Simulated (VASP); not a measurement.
A run of VASP 6.6.1:

File INCAR:

```
PREC     = Accurate       # precision mode
ENCUT    = 520            # plane-wave cutoff, eV
EDIFF    = 1E-6           # SCF threshold, eV
ISMEAR   = 0              # smearing method
SIGMA    = 0.01           # smearing width, eV
LREAL    = Auto         
LASPH    = T              # aspherical terms in the spheres
NELM     = 100            # most SCF steps
ALGO     = Normal         # electronic algorithm
ISIF     = 2              # what is computed and relaxed
LWAVE    = F              # write WAVECAR
LCHARG   = T              # write CHGCAR
GGA      = PE             # functional
LELF     = T              # ELF
LVHAR    = T            
NBANDS   = 134            # bands
```

File KPOINTS:

```
Automatic mesh
0
Gamma
  2 2 2
  0.5 0.5 0.5
```

POSCAR

```
Na17F15
1.0
   -4.6999823628      4.6999823628      4.6999823628
    4.6999823628     -4.6999823628      4.6999823628
    4.6999823628      4.6999823628     -4.6999823628
Na F
17 15
Direct
    0.0000000000      0.2500000000      0.7500000000
    0.0000000000      0.5000000000      0.5000000000
    0.0000000000      0.7500000000      0.2500000000
    0.2500000000      0.0000000000      0.7500000000
    0.0000000000      0.0000000000      0.0000000000
    0.2500000000      0.2500000000      0.5000000000
    0.2237721472      0.4737721472      0.2500000000
    0.5000000000      0.7500000000      0.7500000000
    0.2237721472      0.7500000000     -0.0262278528
    0.5000000000      0.0262278528      0.5262278528
    0.5000000000      0.2500000000      0.2500000000
    0.7500000000      0.5000000000      0.7500000000
    0.5000000000      0.4737721472     -0.0262278528
    0.7762278528      0.7500000000      0.5262278528
    0.7762278528      0.0262278528      0.2500000000
    0.7500000000      0.2500000000      0.0000000000
    0.5000000000      0.7500000000      0.2500000000
    0.5000000000      0.0044034366     -0.0044034366
    0.5000000000      0.2500000000      0.7500000000
    0.7544034366      0.4955965634      0.2500000000
    0.5000000000      0.4955965634      0.5044034366
    0.7544034366      0.7500000000     -0.0044034366
    0.7544034366      0.0044034366      0.7588068732
    0.0000000000      0.2500000000      0.2500000000
    0.7544034366      0.2588068732      0.5044034366
   -0.0088068732      0.4955965634     -0.0044034366
    0.0000000000      0.7500000000      0.7500000000
    0.2455965634      0.0044034366      0.2500000000
    0.0088068732      0.0044034366      0.5044034366
    0.2455965634      0.2411931268     -0.0044034366
    0.2455965634      0.4955965634      0.7411931268
    0.2455965634      0.7500000000      0.5044034366
```

Potentials or basis: VASP PAW PBE potentials, release 64 (Na_pv, F).

Run with:

```bash
$ cat potpaw_PBE.64/Na_pv/POTCAR potpaw_PBE.64/F/POTCAR > POTCAR
$ mpirun -np 1 vasp_std > vasp.out
```

Hardware: 1 thread of Intel(R) Xeon(R) 6975P-C (Granite Rapids), with other jobs on the host.

**Question.** Estimate the wall time of this run.

**Answer.** Wall time 3.1 min on 1 thread of Intel(R) Xeon(R) 6975P-C (Granite Rapids), with other jobs on the host, peak memory 0.58 GiB. Counts: scf iterations 16, k points 2.
